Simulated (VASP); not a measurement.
# ScGa5S (P-6m2) in VASP: a series of runs

ScGa5S is run at these levels: PBE; tasks: single point.

All numbers are computed with VASP 6.6.1; they aren't measurements. Logs are shortened: lines on timing, memory, paths and dates and some standing lists are left out, and cuts for length are marked.

## (1) The cell of the first run

It takes space group P-6m2 (No. 187, hexagonal). Conventional cell: a = 4.785 Å, b = 4.785 Å, c = 8.077 Å, α = 90.00°, β = 90.00°, γ = 120.00°. Within 3.6 Å of Sc (site symmetry -6m2) lie 8 Ga at 2.76 Å. Ga (site symmetry 3m) has 4 Ga at 2.55 to 3.04 Å and 1 Sc at 2.76 Å and 3 S at 3.04 Å within 3.4 Å. Ga (site symmetry -6m2) has 3 S at 2.76 Å and 6 Ga at 3.04 Å within 3.6 Å. Within 3.6 Å of Ga (site symmetry -6m2) lie 3 Sc at 2.76 Å and 3 Ga at 2.76 Å. Within 3.6 Å of Ga (site symmetry -6m2) lie 3 Ga at 2.76 Å and 3 Sc at 2.76 Å. S (site symmetry -6m2) has 9 Ga at 2.76 to 3.04 Å within 3.6 Å.

## (2) Single point, PBE

INCAR

```
SYSTEM = ScGa5S
PREC     = Accurate       ! precision mode
ENCUT    = 520            ! plane-wave cutoff, eV
EDIFF    = 1E-6           ! SCF threshold, eV
ISMEAR   = 0              ! smearing method
SIGMA    = 0.2            ! smearing width, eV
LREAL    = .FALSE.        ! projectors in reciprocal space
LASPH    = .TRUE.         ! aspherical terms in the spheres
NELM     = 80             ! most SCF steps
ALGO     = Normal         ! electronic algorithm
ISIF     = 2              ! what is computed and relaxed
LWAVE    = .FALSE.        ! write WAVECAR
LCHARG   = .FALSE.        ! write CHGCAR
GGA      = PE             ! functional
NBANDS   = 50             ! bands
```

KPOINTS

```
Automatic mesh
0
G
  4 4 3
  0 0 0
```

POSCAR

```
ScGa5S
1.0
    4.7850331629     -0.0000000028      0.0000000000
   -2.3925165790      4.1439602784      0.0000000000
    0.0000000000      0.0000000000      8.0767244024
Sc Ga S
1 5 1
Direct
    0.3333333333      0.6666666667      0.0000000000
    0.3333333333      0.6666666667      0.3421413841
    0.3333333333      0.6666666667      0.6578586159
    0.6666666667      0.3333333333      0.5000000000
    0.6666666667      0.3333333333      0.0000000000
    0.0000000000      0.0000000000      0.0000000000
    0.0000000000      0.0000000000      0.5000000000
```

Potentials or basis: VASP PAW PBE potentials, release 64 (Sc_sv, Ga_d, S).

On the command line:

```bash
> cat potpaw_PBE.64/Sc_sv/POTCAR potpaw_PBE.64/Ga_d/POTCAR potpaw_PBE.64/S/POTCAR > POTCAR
> mpirun -np 1 vasp_std > vasp.out
```

OUTCAR:

```text
SYSTEM = ScGa5S
   PREC = Accurate
   ENCUT = 520
   EDIFF = 1E-6
   ISMEAR = 0
   LREAL = .FALSE.
   LASPH = .TRUE.
   NELM = 80
   ISIF = 2
   GGA = PE

 ion  position               nearest neighbor table
   1  0.333  0.667  0.000-   5 2.76   6 2.76   5 2.76   6 2.76   6 2.76   5 2.76   2 2.76   3 2.76

   2  0.333  0.667  0.342-   3 2.55   1 2.76
   3  0.333  0.667  0.658-   2 2.55   1 2.76
   4  0.667  0.333  0.500-   7 2.76   7 2.76   7 2.76
   5  0.667  0.333  0.000-   1 2.76   6 2.76   1 2.76   6 2.76   6 2.76   1 2.76
   6  0.000  0.000  0.000-   1 2.76   5 2.76   1 2.76   5 2.76   5 2.76   1 2.76
   7  0.000  0.000  0.500-   4 2.76   4 2.76   4 2.76

  LATTYP: Found a hexagonal cell.
 ALAT       =     4.7850331629
 C/A-ratio  =     1.6879139867

  Lattice vectors:

 A1 = (   4.7850331629,  -0.0000000028,   0.0000000000)
 A2 = (  -2.3925165790,   4.1439602784,   0.0000000000)
 A3 = (   0.0000000000,   0.0000000000,   8.0767244024)

Analysis of symmetry for initial positions (statically):
=====================================================================
 Subroutine PRICEL returns:
 Original cell was already a primitive cell.

 Routine SETGRP: Setting up the symmetry group for a
 hexagonal supercell.

 Subroutine GETGRP returns: Found 12 space group operations
 (whereof 12 operations were pure point group operations)
 out of a pool of 24 trial point group operations.

The static configuration has the point symmetry D_3h.

Analysis of symmetry for dynamics (positions and initial velocities):
=====================================================================
 Subroutine PRICEL returns:
 Original cell was already a primitive cell.

 Routine SETGRP: Setting up the symmetry group for a
 hexagonal supercell.

 Subroutine GETGRP returns: Found 12 space group operations
 (whereof 12 operations were pure point group operations)
 out of a pool of 24 trial point group operations.

The dynamic configuration has the point symmetry D_3h.

 Subroutine INISYM returns: Found 12 space group operations
 (whereof 12 operations are pure point group operations),
 and found     1 'primitive' translations

----------------------------------------------------------------------------------------
[... 86 lines left out ...]
   EDIFF  = 0.1E-05   stopping-criterion for ELM
   LREAL  =      F    real-space projection
   EDIFFG = 0.1E-04   stopping-criterion for IOM
   NSW    =      0    number of steps for IOM
   IBRION =     -1    ionic relax: 0-MD 1-quasi-New 2-CG
   NFREE  =      0    steps in history (QN), initial steepest desc. (CG)
   ISIF   =      2    stress and relaxation
   ISYM   =      2    0-nonsym 1-usesym 2-fastsym
   POTIM  = 0.5000    time-step for ionic-motion
   TEBEG  =    0.0;   TEEND  =   0.0 temperature during run
   PSTRESS=    0.0 pullay stress
   NELECT =      82.0000    total number of electrons
   NUPDOWN=      -1.0000    fix difference up-down
   EMIN   =  10.00;   EMAX   =-10.00  energy-range for DOS
   EFERMI =   0.00;   METHOD = LEGACY
   ISMEAR =     0;   SIGMA  =   0.20  broadening in eV -4-tet -1-fermi 0-gaus
   EFERMI_NEDOS =   21; number of points for ismear=-14 and -15
   IALGO  =     38    algorithm
   IMIX   =      4    mixing-type and parameters
     AMIX     =   0.40;   BMIX     =  1.00
     AMIX_MAG =   1.60;   BMIX_MAG =  1.00
  volume/ion in A,a.u.               =      22.88       154.40
  Fermi-wavevector in a.u.,A,eV,Ry     =   1.309687  2.474950 23.337802  1.715280
  Thomas-Fermi vector in A             =   2.440269
   LORBIT       =      0    0 simple, 1 ext, 2 COOP (PROOUT), +10 PAW based schemes
   GGA     = PE    functional components
   LHFCALC =     F    Hartree Fock is set to
   AEXX    =    0.0000 exact exchange contribution
   IVDW    =     0    specifies the selected vdW correction
   LEPSILON=     F    determine dielectric tensor
   LRPA    =     F    only Hartree local field effects (RPA)
 non-spin polarized calculation
 Gauss-broadening in eV      SIGMA  =   0.20
  energy-cutoff  :      520.00
  volume of cell :      160.15
 maximum number of plane-waves:      4332
 NGX is ok and might be reduce to    36
   NGX = 17   NGY = 17   NGZ = 31

 number of electron      81.9999991 magnetization

 Free energy of the ion-electron system (eV)
  ---------------------------------------------------
  ext. energy  EPLUGINS =         0.00000000
  ---------------------------------------------------
  free energy    TOTEN  =       -24.43282772 eV

  energy without entropy =      -24.36297473  energy(sigma->0) =      -24.39790122

 E-fermi :   3.8246     XC(G=0):  -9.8015

 val. band max:        3.7642921465   @ k =   0.2500   0.2500   0.3333
 cond. band min:       3.9022484151   @ k =   0.2500   0.2500   0.0000
 fundamental gap:      0.1379562686
 Fermi energy:         3.8246185401

 k-point     1 :       0.0000    0.0000    0.0000
  band No.  band energies     occupation
      1     -45.7888      2.00000
      2     -24.5523      2.00000
      3     -24.5523      2.00000
      4     -24.3327      2.00000
      5     -11.3018      2.00000
      6     -11.2394      2.00000
[... 413 lines left out ...]
     49       7.4063      0.00000
     50       7.5636      0.00000

------------------------ aborting loop because EDIFF is reached ----------------------------------------

  FORCE on cell =-STRESS in cart. coord.  units (eV):
  Direction    XX          YY          ZZ          XY          YZ          ZX
  --------------------------------------------------------------------------------------
  -------------------------------------------------------------------------------------
  Total        0.1946843      0.1946843      0.4331984      0.0000000      0.0000000      0.0000000
  in kB        1.9476262      1.9476262      4.3337279      0.0000000      0.0000000      0.0000000
  external PRESSURE =       2.7429935 kB  Pullay stress =       0.0000000 kB

 VOLUME and BASIS-vectors are now :
 -----------------------------------------------------------------------------
  energy-cutoff  :      520.00
  volume of cell :      160.15
      direct lattice vectors                 reciprocal lattice vectors
     4.785033163 -0.000000003  0.000000000     0.208984968  0.120657527  0.000000000
    -2.392516579  4.143960278  0.000000000     0.000000000  0.241315054  0.000000000
     0.000000000  0.000000000  8.076724402     0.000000000  0.000000000  0.123812569

 POSITION                                       TOTAL-FORCE (eV/Angst)
 -----------------------------------------------------------------------------------
      0.00000      2.76264      0.00000         0.000000      0.000000      0.000000
      0.00000      2.76264      2.76338        -0.000000      0.000000     -0.019915
      0.00000      2.76264      5.31334         0.000000     -0.000000      0.019915
      2.39252      1.38132      4.03836         0.000000      0.000000      0.000000
      2.39252      1.38132      0.00000        -0.000000      0.000000      0.000000
      0.00000      0.00000      0.00000         0.000000      0.000000      0.000000
      0.00000      0.00000      4.03836        -0.000000      0.000000      0.000000
 -----------------------------------------------------------------------------------
    total drift:                                0.000001     -0.000000      0.000000

  FREE ENERGIE OF THE ION-ELECTRON SYSTEM (eV)
  ---------------------------------------------------
  free  energy   TOTEN  =       -24.4328277220 eV

  energy  without entropy=      -24.3629747261  energy(sigma->0) =      -24.39790122
```

OSZICAR:

```text
N       E                     dE             d eps       ncg     rms          rms(c)
DAV:   1     0.896216089083E+03    0.89622E+03   -0.38870E+04   868   0.267E+03
DAV:   2     0.125233963441E+03   -0.77098E+03   -0.75096E+03   832   0.706E+02
DAV:   3    -0.125451058057E+02   -0.13778E+03   -0.13219E+03   910   0.223E+02
DAV:   4    -0.249580822425E+02   -0.12413E+02   -0.11692E+02  1112   0.638E+01
DAV:   5    -0.255534549954E+02   -0.59537E+00   -0.58236E+00  1128   0.126E+01    0.989E+00
DAV:   6    -0.245819608952E+02    0.97149E+00   -0.47323E+00  1048   0.138E+01    0.533E+00
DAV:   7    -0.244800825897E+02    0.10188E+00   -0.10340E+00  1080   0.630E+00    0.283E+00
DAV:   8    -0.244340210866E+02    0.46062E-01   -0.26547E-01  1008   0.418E+00    0.456E-01
DAV:   9    -0.244324767847E+02    0.15443E-02   -0.25782E-02   976   0.205E+00    0.225E-01
DAV:  10    -0.244326141655E+02   -0.13738E-03   -0.67207E-03  1032   0.127E+00    0.107E-01
DAV:  11    -0.244326969761E+02   -0.82811E-04   -0.12926E-03   952   0.846E-01    0.750E-02
DAV:  12    -0.244327975365E+02   -0.10056E-03   -0.76418E-04  1120   0.330E-01    0.462E-02
DAV:  13    -0.244328205624E+02   -0.23026E-04   -0.24407E-04  1128   0.228E-01    0.704E-03
DAV:  14    -0.244328235210E+02   -0.29586E-05   -0.62577E-05   976   0.107E-01    0.265E-03
DAV:  15    -0.244328271689E+02   -0.36480E-05   -0.37228E-05   792   0.490E-02    0.279E-03
DAV:  16    -0.244328277220E+02   -0.55302E-06   -0.67126E-06   616   0.261E-02
   1 F= -.24432828E+02 E0= -.24397901E+02  d E =-.698530E-01
```

Wall time 71 s (1 thread of Intel Xeon Platinum 8488C (Sapphire Rapids), shared host); peak memory 0.28 GiB.

What came out:

| Property | Result |
| --- | --- |
| Free energy | -24.4328 eV |
| Pressure | 0.3 GPa |
| Largest force | 0.020 eV/Å |
| Band gap on the k mesh | zero (band 41 reaches 4.12 eV, above the bottom of band 42 at 3.45 eV) |

Forces on the atoms (eV/Å):
```
Sc   0.000  0.000  0.000
Ga   0.000  0.000 -0.020
Ga   0.000  0.000  0.020
Ga   0.000  0.000  0.000
Ga   0.000  0.000  0.000
Ga   0.000  0.000  0.000
S    0.000  0.000  0.000
```

Caveat: the k points lie up to 0.38 Å⁻¹ apart.

## (3) Single point, PBE

This run uses another cell than the first one, of 24.95 Å³/atom, 1.090 times its volume.

INCAR

```
SYSTEM = ScGa5S
PREC = Accurate ; ENCUT = 520
EDIFF = 1E-6 ; ISMEAR = 0
SIGMA = 0.2 ; LREAL = .FALSE.
LASPH = .TRUE. ; NELM = 60
ALGO = Normal ; ISIF = 2
LWAVE = .FALSE. ; LCHARG = .FALSE.
GGA = PE ; NBANDS = 50
```

KPOINTS

```
regular mesh
0
G
  4 4 2
  0 0 0
```

POSCAR

```
ScGa5S
1.0
    4.9839496076      0.0000000000      0.0000000000
   -2.4919748038      4.3162269714      0.0000000000
    0.0000000000      0.0000000000      8.1179055894
Sc Ga S
1 5 1
Direct
    0.6666666667      0.3333333333      0.0000000000
    0.8331701523      0.1668298477      0.5000000000
    0.8331701523      0.6663403046      0.5000000000
    0.3336596954      0.1668298477      0.5000000000
    0.3333333333      0.6666666667      0.6913277491
    0.3333333333      0.6666666667      0.3086722509
    0.3333333333      0.6666666667      0.0000000000
```

Potentials or basis: VASP PAW PBE potentials, release 64 (Sc_sv, Ga_d, S).

On the command line:

```bash
> cat potpaw_PBE.64/Sc_sv/POTCAR potpaw_PBE.64/Ga_d/POTCAR potpaw_PBE.64/S/POTCAR > POTCAR
> mpirun -np 1 vasp_std > vasp.out
```

It took 94 s on 1 thread of Intel Xeon Platinum 8488C (Sapphire Rapids), shared host; peak memory 0.32 GiB.

Results (log left out):

```
Free energy            : -24.4620 eV
Pressure               : -0.1 GPa
Largest force          : 0.025 eV/Å
Band gap on the k mesh : zero (band 41 reaches 4.05 eV, above the bottom of band 42 at 3.21 eV)
```

Forces in eV/Å, atoms in the order of the input:
```
Sc   0.000  0.000  0.000
Ga   0.001  0.000  0.000
Ga   0.000  0.001  0.000
Ga  -0.001  0.000  0.000
Ga   0.000  0.000 -0.025
Ga   0.000  0.000  0.025
S    0.000  0.000  0.000
```

Stress tensor (GPa, compression positive):
```
 0.05  0.00  0.00
 0.00  0.05  0.00
 0.00  0.00 -0.33
```

Levels at points of the mesh, in eV from the Fermi level:
```csv
k point,band 38,band 39,band 40,band 41,band 42,band 43,band 44,band 45
"(0.00, 0.00, 0.00)",-2.53,-2.53,-2.04,-2.04,-0.70,0.17,0.17,0.53
"(0.50, 0.00, 0.00)",-2.71,-2.17,-0.66,-0.45,0.13,0.43,0.59,0.71
"(0.00, 0.00, 0.50)",-2.70,-2.05,-2.05,-1.99,0.18,0.44,0.44,0.57
"(0.50, 0.00, 0.50)",-4.04,-2.27,0.08,0.15,0.23,0.46,0.63,1.06
```

Caveat: the k points lie up to 0.39 Å⁻¹ apart.
